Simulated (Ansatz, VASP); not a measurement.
**Two plane-wave programs on NbTe8Mo3**

Contents of INCAR:

```
SYSTEM = NbTe8Mo3
PREC = Accurate ; ENCUT = 600
EDIFF = 1E-6 ; ISMEAR = 0
SIGMA = 0.1 ; LREAL = .False.
LASPH = .True. ; NELM = 80
ALGO = Normal ; ISIF = 3
LWAVE = .False. ; LCHARG = .False.
GGA = PE ; IBRION = 2
NSW = 90 ; EDIFFG = -0.04
```

File KPOINTS:

```
regular mesh
0
Gamma
  6 6 1
  0 0 0
```

File POSCAR:

```
NbTe8Mo3
1.0
    3.6937142600      0.0000000000      0.0000000000
   -1.8468571300      3.1988503900      0.0000000000
    0.0000000000      0.0000000000     29.3414193700
Nb Te Mo
1 8 3
Direct
    0.6666666700      0.3333333300      0.5000000000
    0.3333333300      0.6666666700      0.9355000000
    0.3333333300      0.6666666700      0.4355000000
    0.6666666700      0.3333333300      0.6855000000
    0.6666666700      0.3333333300      0.1855000000
    0.3333333300      0.6666666700      0.0645000000
    0.3333333300      0.6666666700      0.5645000000
    0.6666666700      0.3333333300      0.8145000000
    0.6666666700      0.3333333300      0.3145000000
    0.3333333300      0.6666666700      0.7500000000
    0.3333333300      0.6666666700      0.2500000000
    0.6666666700      0.3333333300      0.0000000000
```

Input for Ansatz:

```yaml
crystal:
  lattice:
    - [3.69371426, 0.0, 0.0]
    - [-1.84685713, 3.19885039, 0.0]
    - [0.0, 0.0, 29.34141937]
  atoms:
    - { symbol: Nb, position: [0.66666667, 0.33333333, 0.5] }
    - { symbol: Te, position: [0.33333333, 0.66666667, 0.9355] }
    - { symbol: Te, position: [0.33333333, 0.66666667, 0.4355] }
    - { symbol: Te, position: [0.66666667, 0.33333333, 0.6855] }
    - { symbol: Te, position: [0.66666667, 0.33333333, 0.1855] }
    - { symbol: Te, position: [0.33333333, 0.66666667, 0.0645] }
    - { symbol: Te, position: [0.33333333, 0.66666667, 0.5645] }
    - { symbol: Te, position: [0.66666667, 0.33333333, 0.8145] }
    - { symbol: Te, position: [0.66666667, 0.33333333, 0.3145] }
    - { symbol: Mo, position: [0.33333333, 0.66666667, 0.75] }
    - { symbol: Mo, position: [0.33333333, 0.66666667, 0.25] }
    - { symbol: Mo, position: [0.66666667, 0.33333333, 0.0] }
basis:
  ecutwfc: 420
kpoints:
  mp_grid: { grid: [6, 6, 1] }
hamiltonian:
  xc: pbe
scf:
  occupations: { method: gaussian, width: 0.1 }
  lower_state_search: "off"
output:
  forces: true
  stress: true
  eigenvalues: true
relax:
  adjacent_minimum: "off"
  f_tol: 0.04
  max_steps: 70
  cell: { stress_tol: 0.4 }
```

Alike in both runs: task relaxation of cell and atoms; functional PBE; k mesh 6 × 6 × 1; occupations gaussian, width 0.1 eV; no spin polarisation.

```csv
,VASP,Ansatz
version,VASP 6.6.1,Ansatz 0.2.0
potentials or method,"VASP PAW PBE potentials, release 64 (Nb_sv, Te, Mo_sv), cutoff 600 eV","scalar-relativistic, plane waves, PAW"
valence electrons in the cell,103,183
```

|  | VASP | Ansatz | Ansatz less VASP |
| --- | --- | --- | --- |
| gap on the k mesh at the Fermi level, each at its own relaxed structure (eV) | none | none | - |
| relaxed volume (Å³/atom) | 27.44 | 27.90 | +0.461 |
| relaxed length of the cell vector where the two differ most in proportion (Å) | 29.393 | 29.991 | +0.5988 |

A gap of «none» marks a metal or a gap that the smearing closes. VASP's potentials hold 103 valence electrons a cell and Ansatz's 183, so a difference there can come from the potentials and not from the codes.

Neither program's run includes spin-orbit coupling.
